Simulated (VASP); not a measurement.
WC, 2 atoms in the cell. Symmetry: P-6m2, No. 187, hexagonal system. The conventional cell has a = 2.922 Å, b = 2.922 Å, c = 2.846 Å, α = 90.00°, β = 90.00°, γ = 120.00°. Within 3.0 Å of W (site symmetry -6m2) lie 6 C at 2.21 Å and 8 W at 2.85 to 2.92 Å. C (site symmetry -6m2) has 6 W at 2.21 Å and 8 C at 2.85 to 2.92 Å within 3.0 Å. 

- Program: VASP 6.6.1
- Task: single point
- Functional: PBE
- Potentials or basis: VASP PAW PBE potentials, release 64 (W_sv, C)
- Cutoff: 600 eV
- k mesh: 9 × 9 × 8
- Occupations: gaussian, width 0.1 eV
- Spin: no spin polarisation
- Dipole correction: no
- Further INCAR settings: ALGO = Normal; EDIFF = 1e-06; NBANDS = 16

Potentials or basis: VASP PAW PBE potentials, release 64 (W_sv, C).

Run with:

```console
$ cat potpaw_PBE.64/W_sv/POTCAR potpaw_PBE.64/C/POTCAR > POTCAR
$ mpirun -np 1 vasp_std > vasp.out
```

Hardware: 1 thread of Intel(R) Xeon(R) 6975P-C (Granite Rapids) (shared host).

**Question.** Estimate the wall time of this run.

**Answer.** Wall time 7.5 s on 1 thread of Intel(R) Xeon(R) 6975P-C (Granite Rapids) (shared host), peak memory 0.15 GiB. Counts: scf iterations 13, k points 60.
